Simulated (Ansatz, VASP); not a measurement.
One calculation of Rh, two programs

```
Rh
1.0
     0.00000    1.88999    1.88999
     1.88999    0.00000    1.88999
     1.88999    1.88999    0.00000
Rh
1
Direct
  0.00000 0.00000 0.00000
```

Alike in both runs: functional PBEsol; k mesh 18 × 18 × 18; occupations gaussian, width 0.1 eV; no spin polarisation.

Ansatz relaxed the structure, and its values are those at the end. VASP's run is a single point on that final structure, the one shown.

```csv
,VASP,Ansatz
version,VASP 6.6.1,Ansatz 0.2.0
potentials or method,"VASP PAW PBE potentials, release 64 (Rh_pv), cutoff 520 eV","scalar-relativistic, plane waves, PAW"
valence electrons in the cell,15,17
```

```tsv
	VASP	Ansatz	Ansatz less VASP
gap on the k mesh at the Fermi level (eV)	none	none	-
pressure (GPa)	-0.1	0.0	+0.09
```

VASP's potentials were made for PBE, not for PBEsol. A gap of «none» marks a metal or a gap that the smearing closes. VASP's potentials hold 15 valence electrons a cell and Ansatz's 17, so a difference there can come from the potentials and not from the codes.
